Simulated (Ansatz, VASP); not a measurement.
This is a calculation of N for Ansatz 0.2.0.

File input.yaml:

```yaml
crystal:
  lattice:
    - [4.08406197, 0.0, 0.0]
    - [0.0, 4.08406197, 0.0]
    - [0.0, 0.0, 5.34591325]
  atoms:
    - { symbol: "N", position: [0.4042752, 0.5957248, 0.5] }
    - { symbol: "N", position: [0.0957248, 0.0957248, 0.0] }
    - { symbol: "N", position: [0.5957248, 0.4042752, 0.5] }
    - { symbol: "N", position: [0.9042752, 0.9042752, 0.0] }
hamiltonian:
  xc: { exchange: r2scan, correlation: r2scan, exx: { coeff: 0.15 } }
  pseudopotentials: { kind: paw }
kpoints:
  mp_grid: { grid: [4, 4, 3] }
scf:
  occupations: { method: fermi_dirac, width: 0.05 }
output:
  forces: true
  stress: true
  eigenvalues: true
```

Potentials or basis: Ansatz PAW.

Run with:

```sh
$ ansatz run input.yaml --threads 2 --pin off --max-ram 5632MiB --backend cpu --events-out ev --progress --plain --runs-dir out
```

**Question.** Translate it to VASP 6.6.1. Potentials there: VASP PAW PBE potentials, release 64 (N).

**Answer.** As run (the cutoff follows the program's own potentials):

Contents of POSCAR:

```
N
1.0
    4.0840619700      0.0000000000      0.0000000000
    0.0000000000      4.0840619700      0.0000000000
    0.0000000000      0.0000000000      5.3459132500
N
4
Direct
    0.4042752000      0.5957248000      0.5000000000
    0.0957248000      0.0957248000      0.0000000000
    0.5957248000      0.4042752000      0.5000000000
    0.9042752000      0.9042752000      0.0000000000
```

INCAR.step1

```
SYSTEM = N
ALGO = Normal
EDIFF = 1E-5
ENCUT = 520
GGA = PE
ISIF = 2
ISMEAR = -1
LASPH = .TRUE.
LCHARG = .FALSE.
LREAL = .FALSE.
LWAVE = .TRUE.
NBANDS = 18
NELM = 100
PREC = Accurate
SIGMA = 0.05
```

INCAR.step2

```
SYSTEM = N
AEXX = 0.15
ALGO = Normal
EDIFF = 1E-7
ENCUT = 520
ISIF = 2
ISMEAR = -1
ISTART = 1
LASPH = .TRUE.
LCHARG = .FALSE.
LHFCALC = .TRUE.
LMIXTAU = .TRUE.
LREAL = .FALSE.
LWAVE = .FALSE.
METAGGA = R2SCAN
NBANDS = 18
NELM = 100
PREC = Accurate
PRECFOCK = Normal
SIGMA = 0.05
```

File KPOINTS:

```
k-points
0
G
  4 4 3
  0 0 0
```

Potentials or basis: VASP PAW PBE potentials, release 64 (N).

Launch:

```sh
$ cat potpaw_PBE.64/N/POTCAR > POTCAR
$ cp INCAR.step1 INCAR
$ mpirun -np 1 vasp_std > vasp.out
$ cp INCAR.step2 INCAR
$ mpirun -np 1 vasp_std > vasp.out
```

Both were run:

|  | VASP | Ansatz | Ansatz less VASP |
| --- | --- | --- | --- |
| gap on the k mesh at the Fermi level (eV) | 9.27 | 9.31 | +0.045 |
| least direct gap on the mesh (eV) | 9.47 | 9.52 | +0.045 |
| pressure (GPa) | -1.1 | -3.6 | -2.42 |
| traceless stress, the component that is largest in VASP (GPa) | 0.91 | 3.67 | +2.757 |
| rms of the force components (eV/Å) | 0.396 | 1.609 | +1.2122 |

VASP's potentials were made for PBE, not for r2SCAN-based global hybrid. Atom by atom the forces differ by 1.212 eV/Å (rms over components). One of these differences is far larger than is usual between the two programs; its cause wasn't traced.

Noted on VASP's run: the standard files for N, O and F lose accuracy on very short bonds. Noted on Ansatz's run: odd divisions of the mesh miss points on the zone boundary, where band edges often lie, so the gap on the mesh can be too wide.
